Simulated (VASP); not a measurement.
# Al2Zn (P-3m1) in VASP: further runs, part 2 of 2

VASP 6.6.1. The steps go on from the part before.

**4. Single point, LDA (volume 17.538 Å^3 an atom, c/a of the conventional cell 2.9562)**

INCAR reads:

```
PREC = Accurate ; ENCUT = 520
EDIFF = 1E-6 ; ISMEAR = 0
SIGMA = 0.15 ; LREAL = F
LASPH = T ; NELM = 80
ALGO = Fast ; ISIF = 2
LWAVE = F ; LCHARG = F
NBANDS = 16
```

KPOINTS reads:

```
Automatic mesh
0
Gamma
  18 18 8
```

POSCAR reads:

```
Al2Zn
1.0
    2.7391277770      0.0000000000      0.0000000000
   -1.3695638885      2.3721542391      0.0000000000
    0.0000000000      0.0000000000      8.0974095343
Al Zn
2 1
Direct
    0.3333333333      0.6666666667      0.3282219152
    0.6666666667      0.3333333333      0.6717780848
    0.0000000000      0.0000000000      0.0000000000
```

Potentials or basis: VASP PAW LDA potentials, release 64 (Al, Zn).

Started as:

```console
cat potpaw_LDA.64/Al/POTCAR potpaw_LDA.64/Zn/POTCAR > POTCAR
mpirun -np 1 vasp_std > vasp.out
```

OUTCAR:

```text
PREC = Accurate
   ENCUT = 520
   EDIFF = 1E-6
   ISMEAR = 0
   LREAL = F
   LASPH = T
   NELM = 80
   ISIF = 2

 ion  position               nearest neighbor table
   1  0.333  0.667  0.328-   3 3.09   3 3.09   3 3.09   2 3.20   2 3.20   2 3.20
   2  0.667  0.333  0.672-   3 3.09   3 3.09   3 3.09   1 3.20   1 3.20   1 3.20
   3  0.000  0.000  0.000-   1 3.09   2 3.09   2 3.09   1 3.09   2 3.09   1 3.09

  LATTYP: Found a hexagonal cell.
 ALAT       =     2.7391277770
 C/A-ratio  =     2.9562000000

  Lattice vectors:

 A1 = (   2.7391277770,   0.0000000000,   0.0000000000)
 A2 = (  -1.3695638885,   2.3721542391,   0.0000000000)
 A3 = (   0.0000000000,   0.0000000000,   8.0974095343)

Analysis of symmetry for initial positions (statically):
=====================================================================
 Subroutine PRICEL returns:
 Original cell was already a primitive cell.

 Routine SETGRP: Setting up the symmetry group for a
 hexagonal supercell.

 Subroutine GETGRP returns: Found 12 space group operations
 (whereof 12 operations were pure point group operations)
 out of a pool of 24 trial point group operations.

The static configuration has the point symmetry D_3d.

Analysis of symmetry for dynamics (positions and initial velocities):
=====================================================================
 Subroutine PRICEL returns:
 Original cell was already a primitive cell.

 Routine SETGRP: Setting up the symmetry group for a
 hexagonal supercell.

 Subroutine GETGRP returns: Found 12 space group operations
 (whereof 12 operations were pure point group operations)
 out of a pool of 24 trial point group operations.

The dynamic configuration has the point symmetry D_3d.

 Subroutine INISYM returns: Found 12 space group operations
 (whereof 12 operations are pure point group operations),
 and found     1 'primitive' translations

----------------------------------------------------------------------------------------

                                     Primitive cell
[... 110 lines left out ...]
   IALGO  =     68    algorithm
   IMIX   =      4    mixing-type and parameters
     AMIX     =   0.40;   BMIX     =  1.00
     AMIX_MAG =   1.60;   BMIX_MAG =  1.00
  volume/ion in A,a.u.               =      17.54       118.35
  Fermi-wavevector in a.u.,A,eV,Ry     =   1.144982  2.163702 17.837009  1.310983
  Thomas-Fermi vector in A             =   2.281672
   LORBIT       =      0    0 simple, 1 ext, 2 COOP (PROOUT), +10 PAW based schemes
   GGA     = CA    functional components
   LHFCALC =     F    Hartree Fock is set to
   AEXX    =    0.0000 exact exchange contribution
   IVDW    =     0    specifies the selected vdW correction
   LEPSILON=     F    determine dielectric tensor
   LRPA    =     F    only Hartree local field effects (RPA)
 non-spin polarized calculation
 RMM-DIIS sequential band-by-band and
 Gauss-broadening in eV      SIGMA  =   0.15
  energy-cutoff  :      520.00
  volume of cell :       52.61
 maximum number of plane-waves:      1434
   NGX = 11   NGY = 11   NGZ = 31

 number of electron      18.0000020 magnetization

 Free energy of the ion-electron system (eV)
  ---------------------------------------------------
  ext. energy  EPLUGINS =         0.00000000
  ---------------------------------------------------
  free energy    TOTEN  =        -9.85258088 eV

  energy without entropy =       -9.83830574  energy(sigma->0) =       -9.84544331

 E-fermi :   5.4350     XC(G=0): -10.4433

 val. band max:        5.4199456137   @ k =   0.3333   0.2778   0.0000
 cond. band min:       5.4397637564   @ k =   0.3889   0.0556   0.3750
 fundamental gap:      0.0198181427
 Fermi energy:         5.4349546294

 k-point     1 :       0.0000    0.0000    0.0000
  band No.  band energies     occupation
      1      -4.9069      2.00000
      2      -2.9527      2.00000
      3      -2.9293      2.00000
      4      -2.0923      2.00000
      5      -2.0923      2.00000
      6      -1.7066      2.00000
[... 433 lines left out ...]
      3      -1.8836      2.00000
      4      -1.8474      2.00000
      5      -1.5805      2.00000
      6       0.6006      2.00000
[... 8 lines left out ...]
     15      11.8920      0.00000
     16      12.4611      0.00000

 [... further k-points ...]
[... 5 lines left out ...]
  --------------------------------------------------------------------------------------
  -------------------------------------------------------------------------------------
  Total       -1.5390500     -1.5390500     -3.3351592      0.0000000     -0.0000000      0.0000000
  in kB      -46.8664413    -46.8664413   -101.5607343      0.0000000     -0.0000000      0.0000000
  external PRESSURE =     -65.0978723 kB  Pullay stress =       0.0000000 kB

 VOLUME and BASIS-vectors are now :
 -----------------------------------------------------------------------------
  energy-cutoff  :      520.00
  volume of cell :       52.61
      direct lattice vectors                 reciprocal lattice vectors
     2.739127777  0.000000000  0.000000000     0.365079719  0.210778874  0.000000000
    -1.369563889  2.372154239  0.000000000     0.000000000  0.421557748  0.000000000
     0.000000000  0.000000000  8.097409534     0.000000000  0.000000000  0.123496286

 POSITION                                       TOTAL-FORCE (eV/Angst)
 -----------------------------------------------------------------------------------
     -0.00000      1.58144      2.65775        -0.000000      0.000000      0.002306
      1.36956      0.79072      5.43966         0.000000      0.000000     -0.002306
      0.00000      0.00000      0.00000         0.000000      0.000000     -0.000000
 -----------------------------------------------------------------------------------
    total drift:                               -0.000000      0.000000     -0.000000

  FREE ENERGIE OF THE ION-ELECTRON SYSTEM (eV)
  ---------------------------------------------------
  free  energy   TOTEN  =        -9.8525808788 eV

  energy  without entropy=       -9.8383057351  energy(sigma->0) =       -9.84544331
```

OSZICAR:

```text
N       E                     dE             d eps       ncg     rms          rms(c)
DAV:   1     0.545684978731E+02    0.54568E+02   -0.81741E+03  8536   0.119E+03
DAV:   2    -0.810299066132E+01   -0.62671E+02   -0.59126E+02  9416   0.215E+02
DAV:   3    -0.104387292441E+02   -0.23357E+01   -0.23178E+01 11264   0.412E+01
DAV:   4    -0.104621782358E+02   -0.23449E-01   -0.23445E-01 10304   0.392E+00
DAV:   5    -0.104626208793E+02   -0.44264E-03   -0.44264E-03 11600   0.559E-01    0.339E+00
RMM:   6    -0.993055065961E+01    0.53207E+00   -0.14161E+00 10413   0.119E+01    0.318E+00
RMM:   7    -0.987091884367E+01    0.59632E-01   -0.15311E-01 10464   0.496E+00    0.134E+00
RMM:   8    -0.985389060561E+01    0.17028E-01   -0.15438E-02 10795   0.880E-01    0.348E-01
RMM:   9    -0.985265093387E+01    0.12397E-02   -0.19832E-03 11145   0.346E-01    0.915E-02
RMM:  10    -0.985258726443E+01    0.63669E-04   -0.34793E-04 10928   0.130E-01    0.576E-02
RMM:  11    -0.985258044462E+01    0.68198E-05   -0.79407E-05 11059   0.776E-02    0.178E-02
RMM:  12    -0.985258042707E+01    0.17556E-07   -0.28922E-05 10900   0.464E-02    0.973E-03
RMM:  13    -0.985258087880E+01   -0.45173E-06   -0.84351E-06  9676   0.254E-02
   1 F= -.98525809E+01 E0= -.98454433E+01  d E =-.142751E-01
```

Wall time 3.9 min (1 thread of Oxide Virtual Turin-like, shared host); peak memory 0.28 GiB.

What came out:

```
Free energy            : -9.8526 eV
Pressure               : -6.5 GPa
Band gap on the k mesh : zero (band 9 reaches 7.12 eV, above the bottom of band 10 at 4.21 eV)
```

Forces in eV/Å, atoms in the order of the input:
```
Al   0.000  0.000  0.002
Al   0.000  0.000 -0.002
Zn   0.000  0.000  0.000
```

Levels at points of the mesh, in eV from the Fermi level:
```csv
k point,band 6,band 7,band 8,band 9,band 10,band 11,band 12,band 13
"(0.00, 0.00, 0.00)",-7.14,-7.13,-7.13,-1.17,-0.94,8.90,9.92,13.30
"(0.50, 0.00, 0.00)",-3.79,-3.79,-2.30,-1.39,-1.22,-0.29,4.37,5.11
"(0.00, 0.00, 0.50)",-7.13,-7.13,-5.42,-4.44,3.66,3.87,13.45,13.45
"(0.50, 0.00, 0.50)",-3.75,-3.43,-2.82,-2.57,0.70,1.14,1.90,2.39
```

**5. Single point, LDA (volume 17.538 Å^3 an atom, c/a of the conventional cell 2.2500)**

INCAR reads:

```
SYSTEM = Al2Zn
PREC = Accurate
ENCUT = 520
EDIFF = 1E-6
ISMEAR = 0
SIGMA = 0.15
LREAL = .False.
LASPH = .True.
NELM = 100
ALGO = Fast
ISIF = 2
LWAVE = .False.
LCHARG = .True.
LELF = .True.
LVHAR = .True.
NBANDS = 16
```

KPOINTS reads:

```
regular mesh
0
Gamma
  18 18 8
  0 0 0
```

POSCAR reads:

```
Al2Zn
1.0
    3.0000561986      0.0000000000      0.0000000000
   -1.5000280993      2.5981248807      0.0000000000
    0.0000000000      0.0000000000      6.7501264468
Al Zn
2 1
Direct
    0.3333333333      0.6666666667      0.3282219152
    0.6666666667      0.3333333333      0.6717780848
    0.0000000000      0.0000000000      0.0000000000
```

Started as:

```console
cat potpaw_LDA.64/Al/POTCAR potpaw_LDA.64/Zn/POTCAR > POTCAR
mpirun -np 1 vasp_std > vasp.out
```

Wall time 5.2 min (1 thread of Oxide Virtual Turin-like, shared host); peak memory 0.29 GiB.

Results (log left out):

```yaml
Free_energy: -9.9702 eV
Pressure: -8.6 GPa
Largest_force: 0.028 eV/Å
Band_gap_on_the_k_mesh: zero (band 9 reaches 8.55 eV, above the bottom of band 10 at 3.98 eV)
```

Forces on the atoms (eV/Å):
```
Al   0.000  0.000 -0.028
Al   0.000  0.000  0.028
Zn   0.000  0.000  0.000
```

Stress tensor (GPa, compression positive):
```
-8.59  0.00  0.00
 0.00 -8.59  0.00
 0.00  0.00 -8.76
```

Levels at points of the mesh, in eV from the Fermi level:
| k point | band 6 | band 7 | band 8 | band 9 | band 10 | band 11 | band 12 | band 13 |
| --- | --- | --- | --- | --- | --- | --- | --- | --- |
| (0.00, 0.00, 0.00) | -7.30 | -7.16 | -6.61 | 2.36 | 3.01 | 9.62 | 9.62 | 9.80 |
| (0.50, 0.00, 0.00) | -4.86 | -4.52 | -2.19 | -1.46 | -1.27 | -0.71 | 4.86 | 6.37 |
| (0.00, 0.00, 0.50) | -7.30 | -7.30 | -3.25 | -2.43 | 8.91 | 9.66 | 9.66 | 9.75 |
| (0.50, 0.00, 0.50) | -4.25 | -4.17 | -3.60 | -3.45 | 1.98 | 2.56 | 2.64 | 2.93 |

**6. Single point, LDA (volume 17.538 Å^3 an atom, c/a of the conventional cell 2.6991)**

INCAR reads:

```
SYSTEM = Al2Zn
PREC = Accurate ; ENCUT = 520
EDIFF = 1E-6 ; ISMEAR = 0
SIGMA = 0.15 ; LREAL = .FALSE.
LASPH = .TRUE. ; NELM = 60
ALGO = Fast ; ISIF = 2
LWAVE = .FALSE. ; LCHARG = .TRUE.
GGA = CA ; LELF = .TRUE.
LVHAR = .TRUE. ; NBANDS = 16
```

KPOINTS reads:

```
regular mesh
0
G
  18 18 8
  0 0 0
```

POSCAR reads:

```
Al2Zn
1.0
    2.8234747258      0.0000000000      0.0000000000
   -1.4117373629      2.4452008395      0.0000000000
    0.0000000000      0.0000000000      7.6208406324
Al Zn
2 1
Direct
    0.3333333333      0.6666666667      0.3282219152
    0.6666666667      0.3333333333      0.6717780848
    0.0000000000      0.0000000000      0.0000000000
```

Potentials or basis: VASP PAW LDA potentials, release 64 (Al, Zn).

Started as:

```console
cat potpaw_LDA.64/Al/POTCAR potpaw_LDA.64/Zn/POTCAR > POTCAR
mpirun -np 1 vasp_std > vasp.out
```

It took 5.3 min on 1 thread of Oxide Virtual Turin-like, shared host; peak memory 0.29 GiB.

It converged, with:

* Free energy: -9.9455 eV
* Pressure: -8.3 GPa
* Largest force: 0.005 eV/Å
* Band gap on the k mesh: zero (band 9 reaches 7.32 eV, above the bottom of band 10 at 4.12 eV)

Forces in eV/Å, atoms in the order of the input:
```
Al   0.000  0.000  0.005
Al   0.000  0.000 -0.005
Zn   0.000  0.000  0.000
```

Stress tensor (GPa, compression positive):
```
 -7.10   0.00   0.00
  0.00  -7.10   0.00
  0.00   0.00 -10.65
```

Levels at points of the mesh, in eV from the Fermi level:
```
           k point  band 6  band 7  band 8  band 9  band 10  band 11  band 12  band 13
(0.00, 0.00, 0.00)   -7.14   -7.14   -7.00   -0.15     0.22    11.38    11.70    12.21
(0.50, 0.00, 0.00)   -4.12   -3.98   -2.27   -1.33    -1.31    -0.54     5.06     5.79
(0.00, 0.00, 0.50)   -7.14   -7.14   -4.51   -4.13     5.26     5.65    12.32    12.32
(0.50, 0.00, 0.50)   -3.88   -3.65   -3.08   -2.83     1.28     1.52     1.83     2.40
```

**7. Overview**

| cell | gap on the mesh (eV) | pressure (GPa) | largest force (eV/Å) |
| --- | --- | --- | --- |
| a = 3.092, b = 3.092, c = 6.353 Å, angles 90.0, 90.0, 120.0°, 3 atoms | none | -7.8 | 0.11 |
| a = 2.910, b = 2.910, c = 7.172 Å, angles 90.0, 90.0, 120.0°, 3 atoms | none | -9.0 | 0.03 |
| a = 2.739, b = 2.739, c = 8.097 Å, angles 90.0, 90.0, 120.0°, 3 atoms | none | -6.5 | - |
| a = 3.000, b = 3.000, c = 6.750 Å, angles 90.0, 90.0, 120.0°, 3 atoms | none | -8.6 | 0.03 |
| a = 2.823, b = 2.823, c = 7.621 Å, angles 90.0, 90.0, 120.0°, 3 atoms | none | -8.3 | 0.01 |

Alike in all rows: task single point; level LDA; potentials or basis VASP PAW LDA potentials, release 64 (Al, Zn); no spin polarisation; k mesh 18 × 18 × 8; cutoff (eV) 520; smearing gaussian 0.15 eV.

Absolute energies hang on the potentials; compare differences alone.
